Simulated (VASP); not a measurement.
# Pb (Pm-3m) in VASP: notebook

Pb is run at these levels: PBE; tasks: single point.

All numbers are computed with VASP 6.6.1; they aren't measurements. Logs are shortened: lines on timing, memory, paths and dates and some standing lists are left out, and cuts for length are marked.

### Step 1. The cell of the first run

The structure is cubic, space group Pm-3m (No. 221). Conventional cell: a = 3.265 Å, b = 3.265 Å, c = 3.265 Å, α = 90.00°, β = 90.00°, γ = 90.00°. Pb (site symmetry m-3m) has 6 Pb at 3.26 Å within 4.3 Å.

This isn't the form of Pb at room conditions, which is fcc.

### Step 2. Single point, PBE, non-collinear spin, zero start, spin-orbit coupling

The input, INCAR:

```
PREC     = Accurate       # precision mode
ENCUT    = 520            # plane-wave cutoff, eV
EDIFF    = 1E-6           # SCF threshold, eV
ISMEAR   = -1             # smearing method
SIGMA    = 0.05           # smearing width, eV
LREAL    = False          # projectors in reciprocal space
LASPH    = True           # aspherical terms in the spheres
NELM     = 150            # most SCF steps
ALGO     = Normal         # electronic algorithm
ISIF     = 2              # what is computed and relaxed
LWAVE    = False          # write WAVECAR
LCHARG   = True           # write CHGCAR
MAGMOM   = 0 0 0          # initial moments
LORBIT   = 11             # projections on sites
LSORBIT  = True           # spin-orbit coupling
GGA_COMPAT= False        
LORBMOM  = True         
GGA      = PE             # functional
LVHAR    = True         
NBANDS   = 25             # bands
```

The input, KPOINTS:

```
regular mesh
0
Gamma
  13 13 13
```

The input, POSCAR:

```
Pb
1.0
    3.2647397550      0.0000000000      0.0000000000
    0.0000000000      3.2647397550      0.0000000000
    0.0000000000      0.0000000000      3.2647397550
Pb
1
Direct
    0.0000000000      0.0000000000      0.0000000000
```

Potentials or basis: VASP PAW PBE potentials, release 64 (Pb_d).

Launch:

```console
$ cat potpaw_PBE.64/Pb_d/POTCAR > POTCAR
$ mpirun -np 1 vasp_ncl > vasp.out
```

OUTCAR:

```text
PREC = Accurate
   ENCUT = 520
   EDIFF = 1E-6
   ISMEAR = -1
   LREAL = False
   LASPH = True
   NELM = 150
   ISIF = 2
   LORBIT = 11
   LSORBIT = True
   GGA = PE

 ion  position               nearest neighbor table
   1  0.000  0.000  0.000-

  LATTYP: Found a simple cubic cell.
 ALAT       =     3.2647397550

  Lattice vectors:

 A1 = (   3.2647397550,   0.0000000000,   0.0000000000)
 A2 = (   0.0000000000,   3.2647397550,   0.0000000000)
 A3 = (   0.0000000000,   0.0000000000,   3.2647397550)

Analysis of symmetry for initial positions (statically):
=====================================================================
 Subroutine PRICEL returns:
 Original cell was already a primitive cell.

 Routine SETGRP: Setting up the symmetry group for a
 simple cubic supercell.

 Subroutine GETGRP returns: Found 48 space group operations
 (whereof 48 operations were pure point group operations)
 out of a pool of 48 trial point group operations.

The static configuration has the point symmetry O_h .

Analysis of symmetry for dynamics (positions and initial velocities):
=====================================================================
 Subroutine PRICEL returns:
 Original cell was already a primitive cell.

 Routine SETGRP: Setting up the symmetry group for a
 simple cubic supercell.

 Subroutine GETGRP returns: Found 48 space group operations
 (whereof 48 operations were pure point group operations)
 out of a pool of 48 trial point group operations.

The dynamic configuration has the point symmetry O_h .

Analysis of structural, dynamic, and magnetic symmetry:
=====================================================================
 Subroutine PRICEL returns:
 Original cell was already a primitive cell.

 Routine SETGRP: Setting up the symmetry group for a
 simple cubic supercell.

 Subroutine GETGRP returns: Found 48 space group operations
 (whereof 48 operations were pure point group operations)
 out of a pool of 48 trial point group operations.

The overall configuration has the point symmetry O_h .

 Subroutine INISYM returns: Found 48 space group operations
 (whereof 48 operations are pure point group operations),
 and found     1 'primitive' translations

----------------------------------------------------------------------------------------

                                     Primitive cell

  volume of cell :      34.7973

  direct lattice vectors                    reciprocal lattice vectors
     3.264739755  0.000000000  0.000000000     0.306303128  0.000000000  0.000000000
     0.000000000  3.264739755  0.000000000     0.000000000  0.306303128  0.000000000
     0.000000000  0.000000000  3.264739755     0.000000000  0.000000000  0.306303128

  length of vectors
     3.264739755  3.264739755  3.264739755     0.306303128  0.306303128  0.306303128

  position of ions in fractional coordinates (direct lattice)
     0.000000000  0.000000000  0.000000000

  ion indices of the primitive-cell ions
   primitive index   ion index
                 1           1

----------------------------------------------------------------------------------------

 KPOINTS: regular mesh

Automatic generation of k-mesh.
 Grid dimensions read from file:
 generate k-points for:   13   13   13

 Generating k-lattice:

  Cartesian coordinates                     Fractional coordinates (reciprocal lattice)
     0.023561779  0.000000000  0.000000000     0.076923077  0.000000000  0.000000000
     0.000000000  0.023561779  0.000000000     0.000000000  0.076923077  0.000000000
     0.000000000  0.000000000  0.023561779     0.000000000  0.000000000  0.076923077

  Length of vectors
     0.023561779  0.023561779  0.023561779

  Shift w.r.t. Gamma in fractional coordinates (k-lattice)
     0.000000000  0.000000000  0.000000000

 Subroutine IBZKPT returns following result:
 ===========================================

 Found     84 irreducible k-points:

[... 43 lines left out ...]
   ENCUT  =  520.0 eV  38.22 Ry    6.18 a.u.   6.07  6.07  6.07*2*pi/ulx,y,z
   NELM   =    150;   NELMIN=  2; NELMDL= -5     # of ELM steps
   EDIFF  = 0.1E-05   stopping-criterion for ELM
   LREAL  =      F    real-space projection
   EDIFFG = 0.1E-04   stopping-criterion for IOM
   NSW    =      0    number of steps for IOM
   IBRION =     -1    ionic relax: 0-MD 1-quasi-New 2-CG
   NFREE  =      0    steps in history (QN), initial steepest desc. (CG)
   ISIF   =      2    stress and relaxation
   ISYM   =      2    0-nonsym 1-usesym 2-fastsym
   POTIM  = 0.5000    time-step for ionic-motion
   TEBEG  =    0.0;   TEEND  =   0.0 temperature during run
   PSTRESS=    0.0 pullay stress
   NELECT =      14.0000    total number of electrons
   NUPDOWN=      -1.0000    fix difference up-down
   EMIN   =  10.00;   EMAX   =-10.00  energy-range for DOS
   EFERMI =   0.00;   METHOD = LEGACY
   ISMEAR =    -1;   SIGMA  =   0.05  broadening in eV -4-tet -1-fermi 0-gaus
   EFERMI_NEDOS =   21; number of points for ismear=-14 and -15
   IALGO  =     38    algorithm
   IMIX   =      4    mixing-type and parameters
     AMIX     =   0.40;   BMIX     =  1.00
     AMIX_MAG =   1.60;   BMIX_MAG =  1.00
  volume/ion in A,a.u.               =      34.80       234.82
  Fermi-wavevector in a.u.,A,eV,Ry     =   1.208562  2.283851 19.872971  1.460622
  Thomas-Fermi vector in A             =   2.344166
   LORBIT       =     11    0 simple, 1 ext, 2 COOP (PROOUT), +10 PAW based schemes
   GGA     = PE    functional components
   LHFCALC =     F    Hartree Fock is set to
   AEXX    =    0.0000 exact exchange contribution
   IVDW    =     0    specifies the selected vdW correction
   LEPSILON=     F    determine dielectric tensor
   LRPA    =     F    only Hartree local field effects (RPA)
  energy-cutoff  :      520.00
  volume of cell :       34.80
 maximum number of plane-waves:      1902
   NGX = 13   NGY = 13   NGZ = 13

 number of electron      14.0000000 magnetization       0.0000000      0.0000000      0.0000000

 number of electron      13.9999998 magnetization       0.0000000      0.0000000     -0.0000000

 number of electron      13.9999998 magnetization      -0.0000000     -0.0000000      0.0000000

 Free energy of the ion-electron system (eV)
  ---------------------------------------------------
  ext. energy  EPLUGINS =         0.00000000
  ---------------------------------------------------
  free energy    TOTEN  =        -3.98477540 eV

  energy without entropy =       -3.97926505  energy(sigma->0) =       -3.98202023

 E-fermi :   5.6596     XC(G=0):  -9.3990

 val. band max:        5.6573503723   @ k =   0.2308   0.0769   0.0000
 cond. band min:       5.6715149806   @ k =   0.4615   0.4615   0.3077
 fundamental gap:      0.0141646083
 Fermi energy:         5.6596079065

 k-point     1 :       0.0000    0.0000    0.0000
  band No.  band energies     occupation
      1     -12.6775      1.00000
      2     -12.6775      1.00000
      3     -12.6775      1.00000
      4     -12.6775      1.00000
      5     -10.2012      1.00000
      6     -10.2012      1.00000
[... 661 lines left out ...]
     24      18.9102      0.00000
     25      20.2167      0.00000

 [... further k-points ...]

------------------------ aborting loop because EDIFF is reached ----------------------------------------

  FORCE on cell =-STRESS in cart. coord.  units (eV):
  Direction    XX          YY          ZZ          XY          YZ          ZX
  --------------------------------------------------------------------------------------
  -------------------------------------------------------------------------------------
  Total        0.0093375      0.0093375      0.0093375      0.0000000      0.0000000      0.0000000
  in kB        0.4299289      0.4299289      0.4299289      0.0000000      0.0000000      0.0000000
  external PRESSURE =       0.4299289 kB  Pullay stress =       0.0000000 kB

 VOLUME and BASIS-vectors are now :
 -----------------------------------------------------------------------------
  energy-cutoff  :      520.00
  volume of cell :       34.80
      direct lattice vectors                 reciprocal lattice vectors
     3.264739755  0.000000000  0.000000000     0.306303128  0.000000000  0.000000000
     0.000000000  3.264739755  0.000000000     0.000000000  0.306303128  0.000000000
     0.000000000  0.000000000  3.264739755     0.000000000  0.000000000  0.306303128

 POSITION                                       TOTAL-FORCE (eV/Angst)
 -----------------------------------------------------------------------------------
      0.00000      0.00000      0.00000         0.000000      0.000000      0.000000
 -----------------------------------------------------------------------------------
    total drift:                                0.000000     -0.000000      0.000000

  FREE ENERGIE OF THE ION-ELECTRON SYSTEM (eV)
  ---------------------------------------------------
  free  energy   TOTEN  =        -3.9847754017 eV

  energy  without entropy=       -3.9792650526  energy(sigma->0) =       -3.98202023

 orbital moment (x)

 # of ion     p       d       tot
 ----------------------------------------
  1         0.000   0.000   0.000
 ----------------------------------------
            0.000   0.000   0.000

 orbital moment (y)

 # of ion     p       d       tot
 ----------------------------------------
  1         0.000  -0.000  -0.000
 ----------------------------------------
            0.000  -0.000  -0.000

 orbital moment (z)

 # of ion     p       d       tot
 ----------------------------------------
  1         0.000   0.000   0.000
 ----------------------------------------
            0.000   0.000   0.000

 Spin-Orbit-Coupling matrix elements

 Ion:    1  E_soc:     -1.2553270
 l=   1
     0.0000000    -0.1422114    -0.1422114
    -0.1422114     0.0000000    -0.1422114
    -0.1422114    -0.1422114     0.0000000
 l=   2
     0.0000000    -0.0137669     0.0000000    -0.0137669    -0.0532429
    -0.0137669     0.0000000    -0.0399322    -0.0137669    -0.0133107
     0.0000000    -0.0399322     0.0000000    -0.0399322     0.0000000
    -0.0137669    -0.0137669    -0.0399322     0.0000000    -0.0133107
    -0.0532429    -0.0133107     0.0000000    -0.0133107     0.0000000
 l=   3
     0.0000000     0.0000000     0.0000000     0.0000000     0.0000000     0.0000000     0.0000000
     0.0000000     0.0000000     0.0000000     0.0000000     0.0000000     0.0000000     0.0000000
     0.0000000     0.0000000     0.0000000     0.0000000     0.0000000     0.0000000     0.0000000
     0.0000000     0.0000000     0.0000000     0.0000000     0.0000000     0.0000000     0.0000000
     0.0000000     0.0000000     0.0000000     0.0000000     0.0000000     0.0000000     0.0000000
     0.0000000     0.0000000     0.0000000     0.0000000     0.0000000     0.0000000     0.0000000
     0.0000000     0.0000000     0.0000000     0.0000000     0.0000000     0.0000000     0.0000000

 total charge

# of ion       s       p       d       tot
------------------------------------------
    1        1.361   0.806   9.805  11.973

 magnetization (x)

# of ion       s       p       d       tot
------------------------------------------
    1        0.000  -0.000   0.000   0.000

 magnetization (y)

# of ion       s       p       d       tot
------------------------------------------
    1       -0.000  -0.000   0.000  -0.000

 magnetization (z)

# of ion       s       p       d       tot
------------------------------------------
    1       -0.000   0.000   0.000   0.000
```

It took 2.2 min on 1 thread of Intel Xeon 8259CL, shared host; peak memory 0.26 GiB.

Results:

- Free energy: -3.9848 eV
- Pressure: 0.0 GPa
- Net moment: 0.00 μB per cell
- Valence electrons inside the program's atomic spheres: Pb 11.97

Moments on the atoms (μB; x, y, z):
```
Pb  0.00 0.00 0.00
```

### Step 3. Single point, PBE, non-collinear spin, zero start, spin-orbit coupling

The input, INCAR:

```
SYSTEM = Pb
  ALGO = Normal
  EDIFF = 1E-6
  ENCUT = 520
  GGA = PE
  GGA_COMPAT = .FALSE.
  ISIF = 2
  ISMEAR = -1
  LASPH = .TRUE.
  LCHARG = .FALSE.
  LNONCOLLINEAR = .TRUE.
  LORBIT = 11
  LORBMOM = .TRUE.
  LREAL = .FALSE.
  LSORBIT = .TRUE.
  LWAVE = .FALSE.
  MAGMOM = 0 0 0
  NBANDS = 25
  NELM = 150
  PREC = Accurate
  SIGMA = 0.05
```

The input, KPOINTS:

```
k-points
0
G
  13 13 13
  0 0 0
```

POSCAR is that of step 2.

Potentials or basis: VASP PAW PBE potentials, release 64 (Pb_d).

Launch:

```console
$ cat potpaw_PBE.64/Pb_d/POTCAR > POTCAR
$ mpirun -np 1 vasp_ncl > vasp.out
```

It took 1.8 min on 1 thread of Intel Xeon 8259CL, shared host; peak memory 0.26 GiB.

Results (log left out):

* Free energy: -3.9848 eV
* Pressure: 0.0 GPa
* Net moment: 0.00 μB per cell
* Valence electrons inside the program's atomic spheres: Pb 11.97

Moments on the atoms (μB; x, y, z):
```
Pb  0.00 0.00 0.00
```
